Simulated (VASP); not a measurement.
# Tb (Im-3m) in VASP: density of states with PBE

Aim: the density of states of Tb with PBE.

Everything below comes from runs of VASP 6.6.1. Logs are shortened: lines on timing, memory, paths and dates and some standing lists are left out, and cuts for length are marked.

## Step 1: The cell of the first run

Symmetry: Im-3m, No. 229, cubic system. Conventional cell: a = 4.037 Å, b = 4.037 Å, c = 4.037 Å, α = 90.00°, β = 90.00°, γ = 90.00°. Within 4.6 Å of Tb (site symmetry m-3m) lie 14 Tb at 3.50 to 4.04 Å.

## Step 2: Density of states, PBE, collinear spin, ferromagnetic start

Contents of POSCAR:

```
Tb
1.0
   -2.0184072001      2.0184072001      2.0184072001
    2.0184072001     -2.0184072001      2.0184072001
    2.0184072001      2.0184072001     -2.0184072001
Tb
1
Direct
    0.0000000000      0.0000000000      0.0000000000
```

Contents of INCAR.step1:

```
PREC = Accurate ; ENCUT = 520
EDIFF = 1E-6 ; ISMEAR = 0
SIGMA = 0.05 ; LREAL = F
LASPH = T ; NELM = 150
ALGO = Normal ; ISIF = 2
LWAVE = F ; LCHARG = T
ISPIN = 2 ; MAGMOM = 6.5
LMAXMIX = 6 ; GGA = PE
NBANDS = 20
```

Contents of KPOINTS.step1:

```
Automatic mesh
0
Gamma
  14 14 14
```

Contents of INCAR.step2:

```
PREC = Accurate ; ENCUT = 520
EDIFF = 1E-6 ; ISMEAR = -5
SIGMA = 0.05 ; LREAL = F
LASPH = T ; NELM = 150
ALGO = Normal ; ISIF = 2
LWAVE = F ; LCHARG = F
ISPIN = 2 ; MAGMOM = 6.5
LORBIT = 11 ; LMAXMIX = 6
GGA = PE ; NBANDS = 20
NEDOS = 1001 ; ICHARG = 11
```

Contents of KPOINTS.step2:

```
Automatic mesh
0
Gamma
  21 21 21
```

Potentials or basis: VASP PAW PBE potentials, release 64 (Tb).

Started as:

```console
$ cat potpaw_PBE.64/Tb/POTCAR > POTCAR
$ cp INCAR.step1 INCAR
$ cp KPOINTS.step1 KPOINTS
$ mpirun -np 1 vasp_std > vasp.out
$ cp INCAR.step2 INCAR
$ cp KPOINTS.step2 KPOINTS
$ mpirun -np 1 vasp_std > vasp.out
```

OUTCAR:

```text
PREC = Accurate
   ENCUT = 520
   EDIFF = 1E-6
   ISMEAR = -5
   LREAL = F
   LASPH = T
   NELM = 150
   ISIF = 2
   ISPIN = 2
   LORBIT = 11
   GGA = PE
   ICHARG = 11

 ion  position               nearest neighbor table
   1  0.000  0.000  0.000-

  LATTYP: Found a body centered cubic cell.
 ALAT       =     4.0368144002

  Lattice vectors:

 A1 = (  -2.0184072001,   2.0184072001,   2.0184072001)
 A2 = (   2.0184072001,  -2.0184072001,   2.0184072001)
 A3 = (   2.0184072001,   2.0184072001,  -2.0184072001)

Analysis of symmetry for initial positions (statically):
=====================================================================
 Subroutine PRICEL returns:
 Original cell was already a primitive cell.

 Routine SETGRP: Setting up the symmetry group for a
 body centered cubic supercell.

 Subroutine GETGRP returns: Found 48 space group operations
 (whereof 48 operations were pure point group operations)
 out of a pool of 48 trial point group operations.

The static configuration has the point symmetry O_h .

Analysis of symmetry for dynamics (positions and initial velocities):
=====================================================================
 Subroutine PRICEL returns:
 Original cell was already a primitive cell.

 Routine SETGRP: Setting up the symmetry group for a
 body centered cubic supercell.

 Subroutine GETGRP returns: Found 48 space group operations
 (whereof 48 operations were pure point group operations)
 out of a pool of 48 trial point group operations.

The dynamic configuration has the point symmetry O_h .

Analysis of structural, dynamic, and magnetic symmetry:
=====================================================================
 Subroutine PRICEL returns:
 Original cell was already a primitive cell.

 Routine SETGRP: Setting up the symmetry group for a
 body centered cubic supercell.

 Subroutine GETGRP returns: Found 48 space group operations
 (whereof 48 operations were pure point group operations)
 out of a pool of 48 trial point group operations.

The overall configuration has the point symmetry O_h .

 Subroutine INISYM returns: Found 48 space group operations
 (whereof 48 operations are pure point group operations),
 and found     1 'primitive' translations

----------------------------------------------------------------------------------------

                                     Primitive cell

  volume of cell :      32.8917

  direct lattice vectors                    reciprocal lattice vectors
    -2.018407200  2.018407200  2.018407200     0.000000000  0.247720083  0.247720083
     2.018407200 -2.018407200  2.018407200     0.247720083  0.000000000  0.247720083
     2.018407200  2.018407200 -2.018407200     0.247720083  0.247720083  0.000000000

  length of vectors
     3.495983821  3.495983821  3.495983821     0.350329102  0.350329102  0.350329102

  position of ions in fractional coordinates (direct lattice)
     0.000000000  0.000000000  0.000000000

  ion indices of the primitive-cell ions
   primitive index   ion index
                 1           1

----------------------------------------------------------------------------------------

 KPOINTS: Automatic mesh

Automatic generation of k-mesh.
 Grid dimensions read from file:
 generate k-points for:   21   21   21

 Generating k-lattice:

  Cartesian coordinates                     Fractional coordinates (reciprocal lattice)
     0.000000000  0.011796194  0.011796194     0.047619048  0.000000000  0.000000000
     0.011796194  0.000000000  0.011796194     0.000000000  0.047619048  0.000000000
     0.011796194  0.011796194  0.000000000     0.000000000  0.000000000  0.047619048

  Length of vectors
     0.016682338  0.016682338  0.016682338

  Shift w.r.t. Gamma in fractional coordinates (k-lattice)
     0.000000000  0.000000000  0.000000000

 TETIRR: Found  10986 inequivalent tetrahedra from    55566

 Subroutine IBZKPT returns following result:
 ===========================================

 Found    286 irreducible k-points:

 Following reciprocal coordinates:
            Coordinates               Weight
  0.000000  0.000000  0.000000      1.000000
  0.047619  0.000000  0.000000     12.000000
  0.095238  0.000000  0.000000     12.000000
  0.142857  0.000000  0.000000     12.000000
  0.190476  0.000000  0.000000     12.000000
  0.238095  0.000000  0.000000     12.000000
[... 16 lines left out ...]
  0.142857  0.095238  0.000000     48.000000
  0.190476  0.095238 -0.000000     48.000000
 [... further k-points ...]
   k-points           NKPTS =    286   k-points in BZ     NKDIM =    286   number of bands    NBANDS=     20
   number of dos      NEDOS =   1001   number of ions     NIONS =      1
   total plane-waves  NPLWV =  21952
   dimension x,y,z NGX =    28 NGY =   28 NGZ =   28
   dimension x,y,z NGXF=    56 NGYF=   56 NGZF=   56
   ions per type =               1
   NGX,Y,Z   is equivalent  to a cutoff of  13.31, 13.31, 13.31 a.u.
   NGXF,Y,Z  is equivalent  to a cutoff of  26.63, 26.63, 26.63 a.u.
 SYSTEM =  unknown system
   PREC   = accura    normal or accurate (medium, high low for compatibility)
   ISTART =      0    job   : 0-new  1-cont  2-samecut
   ICHARG =     11    charge: 1-file 2-atom 10-const
   ISPIN  =      2    spin polarized calculation?
   LNONCOLLINEAR =      F non collinear calculations
   LSORBIT =      F    spin-orbit coupling
   LASPH  =      T    aspherical Exc in radial PAW
   ENCUT  =  520.0 eV  38.22 Ry    6.18 a.u.   6.50  6.50  6.50*2*pi/ulx,y,z
   NELM   =    150;   NELMIN=  2; NELMDL=  0     # of ELM steps
   EDIFF  = 0.1E-05   stopping-criterion for ELM
   LREAL  =      F    real-space projection
   EDIFFG = 0.1E-04   stopping-criterion for IOM
   NSW    =      0    number of steps for IOM
   IBRION =     -1    ionic relax: 0-MD 1-quasi-New 2-CG
   NFREE  =      0    steps in history (QN), initial steepest desc. (CG)
   ISIF   =      2    stress and relaxation
   ISYM   =      2    0-nonsym 1-usesym 2-fastsym
   POTIM  = 0.5000    time-step for ionic-motion
   TEBEG  =    0.0;   TEEND  =   0.0 temperature during run
   PSTRESS=    0.0 pullay stress
   NELECT =      19.0000    total number of electrons
   NUPDOWN=      -1.0000    fix difference up-down
   EMIN   =  10.00;   EMAX   =-10.00  energy-range for DOS
   EFERMI =   0.00;   METHOD = LEGACY
   ISMEAR =    -5;   SIGMA  =   0.05  broadening in eV -4-tet -1-fermi 0-gaus
   EFERMI_NEDOS =   21; number of points for ismear=-14 and -15
   IALGO  =     38    algorithm
   IMIX   =      4    mixing-type and parameters
     AMIX     =   0.40;   BMIX     =  1.00
     AMIX_MAG =   1.60;   BMIX_MAG =  1.00
  volume/ion in A,a.u.               =      32.89       221.96
  Fermi-wavevector in a.u.,A,eV,Ry     =   1.363423  2.576496 25.292169  1.858922
  Thomas-Fermi vector in A             =   2.489827
   LORBIT       =     11    0 simple, 1 ext, 2 COOP (PROOUT), +10 PAW based schemes
   GGA     = PE    functional components
   LHFCALC =     F    Hartree Fock is set to
   AEXX    =    0.0000 exact exchange contribution
   IVDW    =     0    specifies the selected vdW correction
   LEPSILON=     F    determine dielectric tensor
   LRPA    =     F    only Hartree local field effects (RPA)
 spin polarized calculation
 Fermi weights with tetrahedron method with Bloechl corrections
  energy-cutoff  :      520.00
  volume of cell :       32.89
 maximum number of plane-waves:       935
 NGX is ok and might be reduce to    28

 number of electron      19.0000004 magnetization       5.8241701

 Free energy of the ion-electron system (eV)
  ---------------------------------------------------
  ext. energy  EPLUGINS =         0.00000000
  ---------------------------------------------------
  free energy    TOTEN  =        -9.42709526 eV

  energy without entropy =       -9.42709526  energy(sigma->0) =       -9.42709526

 E-fermi :   2.8837     XC(G=0):  -9.9765

 val. band max:        2.9248387550   @ k =   0.2381   0.2381   0.1905
 cond. band min:       2.8057505543   @ k =  -0.3810  -0.3810   0.0952
 fundamental gap:     -0.1190882007
 Fermi energy:         2.8837283803

 spin component 1

 k-point     1 :       0.0000    0.0000    0.0000
  band No.  band energies     occupation
      1     -43.2739      1.00000
      2     -19.5754      1.00000
      3     -19.5754      1.00000
      4     -19.5754      1.00000
      5      -2.1088      1.00000
      6      -1.1845      1.00000
[... 12 lines left out ...]
     19      13.6363      0.00000
     20      13.6363      0.00000

 k-point     2 :       0.0476    0.0000    0.0000
  band No.  band energies     occupation
      1     -43.2726      1.00000
      2     -19.5910      1.00000
      3     -19.5802      1.00000
      4     -19.5754      1.00000
      5      -2.0438      1.00000
      6      -1.1864      1.00000
[... 498 lines left out ...]
 k-point    24 :       0.1905    0.0952   -0.0000
  band No.  band energies     occupation
      1     -43.2438      1.00000
      2     -19.9113      1.00000
      3     -19.6756      1.00000
      4     -19.5970      1.00000
      5      -1.2298      1.00000
      6      -1.2118      1.00000
[... 12 lines left out ...]
     19      14.8221      0.00000
     20      15.9071      0.00000

 [... further k-points ...]

 spin component 2

 k-point     1 :       0.0000    0.0000    0.0000
  band No.  band energies     occupation
      1     -40.7296      1.00000
      2     -17.7027      1.00000
      3     -17.7027      1.00000
      4     -17.7027      1.00000
      5      -1.7839      1.00000
      6       2.7808      1.00000
[... 12 lines left out ...]
     19      13.9181      0.00000
     20      13.9181      0.00000

 k-point     2 :       0.0476    0.0000    0.0000
  band No.  band energies     occupation
      1     -40.7280      1.00000
      2     -17.7218      1.00000
      3     -17.7084      1.00000
      4     -17.7028      1.00000
      5      -1.7159      1.00000
      6       2.7789      1.00000
[... 498 lines left out ...]
 k-point    24 :       0.1905    0.0952   -0.0000
  band No.  band energies     occupation
      1     -40.6925      1.00000
      2     -18.1085      1.00000
      3     -17.8214      1.00000
      4     -17.7293      1.00000
      5      -0.1502      1.00000
      6       2.7349      1.00000
[... 12 lines left out ...]
     19      15.3895      0.00000
     20      16.3563      0.00000

 [... further k-points ...]

------------------------ aborting loop because EDIFF is reached ----------------------------------------

  FORCE on cell =-STRESS in cart. coord.  units (eV):
  Direction    XX          YY          ZZ          XY          YZ          ZX
  --------------------------------------------------------------------------------------
  -------------------------------------------------------------------------------------
  Total       -0.2071342     -0.2071342     -0.2071342      0.0000000      0.0000000      0.0000000
  in kB      -10.0896493    -10.0896493    -10.0896493      0.0000000      0.0000000      0.0000000
  external PRESSURE =     -10.0896493 kB  Pullay stress =       0.0000000 kB

 VOLUME and BASIS-vectors are now :
 -----------------------------------------------------------------------------
  energy-cutoff  :      520.00
  volume of cell :       32.89
      direct lattice vectors                 reciprocal lattice vectors
    -2.018407200  2.018407200  2.018407200     0.000000000  0.247720083  0.247720083
     2.018407200 -2.018407200  2.018407200     0.247720083  0.000000000  0.247720083
     2.018407200  2.018407200 -2.018407200     0.247720083  0.247720083  0.000000000

 POSITION                                       TOTAL-FORCE (eV/Angst)
 -----------------------------------------------------------------------------------
      0.00000      0.00000      0.00000         0.000000      0.000000      0.000000
 -----------------------------------------------------------------------------------
    total drift:                               -0.000000     -0.000000     -0.000000

  FREE ENERGIE OF THE ION-ELECTRON SYSTEM (eV)
  ---------------------------------------------------
  free  energy   TOTEN  =        -9.4270952571 eV

  energy  without entropy=       -9.4270952571  energy(sigma->0) =       -9.42709526

 total charge

# of ion       s       p       d       f       tot
--------------------------------------------------
    1        2.084   5.603   0.474   8.153  16.314

 magnetization (x)

# of ion       s       p       d       f       tot
--------------------------------------------------
    1        0.000  -0.049   0.062   5.640   5.654
```

Wall time 11 min (1 thread of Intel Xeon Platinum 8259CL at 2.50GHz (Skylake/Cascade Lake), shared host); peak memory 0.47 GiB.

What came out:

| Property | Result |
| --- | --- |
| Net moment | 5.82 μB per cell |
| Site moments | Tb +5.65 μB |
| Valence electrons inside the program's atomic spheres | Tb 16.31 |

Caveat: the magnetic or orbital state may not be the lowest; spin-orbit coupling is left out, which moves the levels of the heavy elements; tetrahedron occupations give inexact forces and stress in metals. The state reached can hang on the start; a lower one may exist.
